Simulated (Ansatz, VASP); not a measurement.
**Cs4Au in VASP and in Ansatz**

Contents of INCAR:

```
SYSTEM = Cs4Au
PREC     = Accurate       ! precision mode
ENCUT    = 600            ! plane-wave cutoff, eV
EDIFF    = 1E-7           ! SCF threshold, eV
ISMEAR   = 0              ! smearing method
SIGMA    = 0.1            ! smearing width, eV
LREAL    = .FALSE.        ! projectors in reciprocal space
LASPH    = .TRUE.         ! aspherical terms in the spheres
NELM     = 100            ! most SCF steps
ALGO     = Fast           ! electronic algorithm
ISIF     = 3              ! what is computed and relaxed
LWAVE    = .FALSE.        ! write WAVECAR
LCHARG   = .FALSE.        ! write CHGCAR
GGA      = PE             ! functional
IBRION   = 2              ! ionic algorithm
NSW      = 100            ! ionic steps
EDIFFG   = -0.01          ! ionic threshold
```

File KPOINTS:

```
Automatic mesh
0
G
  6 6 6
  0 0 0
```

Contents of POSCAR:

```
Cs4Au
1.0
   -4.5465177343      4.5465177343      4.5465177343
    4.5465177343     -4.5465177343      4.5465177343
    4.5465177343      4.5465177343     -4.5465177343
Cs Au
4 1
Direct
    0.0000000000      0.0000000000      0.5000000000
    0.5000000000      0.0000000000      0.0000000000
    0.0000000000      0.5000000000      0.0000000000
    0.5000000000      0.5000000000      0.5000000000
    0.0000000000      0.0000000000      0.0000000000
```

Input for Ansatz:

```yaml
crystal:
  lattice:
    - [-4.5465177343, 4.5465177343, 4.5465177343]
    - [4.5465177343, -4.5465177343, 4.5465177343]
    - [4.5465177343, 4.5465177343, -4.5465177343]
  atoms:
    - { symbol: Cs, position: [0.0, 0.0, 0.5] }
    - { symbol: Cs, position: [0.5, 0.0, 0.0] }
    - { symbol: Cs, position: [0.0, 0.5, 0.0] }
    - { symbol: Cs, position: [0.5, 0.5, 0.5] }
    - { symbol: Au, position: [0.0, 0.0, 0.0] }
basis:
  ecutwfc: 420
kpoints:
  mp_grid: { grid: [6, 6, 6] }
hamiltonian:
  xc: pbe
scf:
  occupations: { method: gaussian, width: 0.1 }
output:
  forces: true
  stress: true
  eigenvalues: true
  write_density: true
  write_potential: true
  elf: true
  volumetric_format: npy
relax:
  adjacent_minimum: "off"
  f_tol: 0.01
  max_steps: 80
  cell: { stress_tol: 0.05 }
```

Change from the starting cell: species swapped into the Hg4Pt type (Im-3m, No. 229).

Alike in both runs: task relaxation of cell and atoms; functional PBE; k mesh 6 × 6 × 6; occupations gaussian, width 0.1 eV; no spin polarisation.

```csv
,VASP,Ansatz
version,VASP 6.6.1,Ansatz 0.2.0
potentials or method,"VASP PAW PBE potentials, release 64 (Cs_sv, Au), cutoff 600 eV","scalar-relativistic, plane waves, PAW"
valence electrons in the cell,47,55
```

Ansatz gave:

```
gap on the k mesh at the Fermi level, each at its own relaxed structure (eV) : none
relaxed volume (Å³/atom)                                                     : 78.10
relaxed length of the cell vector where the two differ most in proportion (Å)              : 7.975
```

Task: What did VASP give for the same quantities?

Result: gap on the k mesh at the Fermi level, each at its own relaxed structure (eV): none; relaxed volume (Å³/atom): 78.13; relaxed length of the cell vector where the two differ most in proportion (Å): 7.976.

A gap of «none» marks a metal or a gap that the smearing closes. VASP's potentials hold 47 valence electrons a cell and Ansatz's 55, so a difference there can come from the potentials and not from the codes.

Spin-orbit coupling is off throughout.
